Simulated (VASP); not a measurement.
Input of a VASP 6.6.1 run:

File INCAR:

```
SYSTEM = Sb
PREC = Accurate
ENCUT = 520
EDIFF = 1E-6
ISMEAR = -1
SIGMA = 0.02
LREAL = .FALSE.
LASPH = .TRUE.
NELM = 100
ALGO = Normal
ISIF = 2
LWAVE = .FALSE.
LCHARG = .TRUE.
LDIPOL = .TRUE.
IDIPOL = 3
DIPOL = 0.5 0.5 0.345
GGA = PE
LELF = .TRUE.
LVHAR = .TRUE.
LVACPOTAV = .TRUE.
NBANDS = 12
```

The input KPOINTS:

```
regular mesh
0
G
  6 6 1
  0 0 0
```

POSCAR

```
Sb
1.0
    4.1292798844      0.0000000000      0.0000000000
   -2.0646399422      3.5760612792      0.0000000000
    0.0000000000      0.0000000000     26.8552477996
Sb
2
Direct
    0.3333333333      0.6666666667      0.3146272447
    0.6666666667      0.3333333333      0.3752797723
```

Potentials or basis: VASP PAW PBE potentials, release 64 (Sb).

Run with:

```sh
$ cat potpaw_PBE.64/Sb/POTCAR > POTCAR
$ mpirun -np 1 vasp_std > vasp.out
```

**Question.** What does it give for the largest force?

**Answer.** 0.089 eV/Å.

**Question.** Predict the band gap on the k mesh.

**Answer.** 1.34 eV (least direct gap 1.55 eV).

Forces on the atoms (eV/Å):
```
Sb   0.000  0.000 -0.089
Sb   0.000  0.000  0.089
```

Caveat: spin-orbit coupling is left out, which moves the levels of the heavy elements.
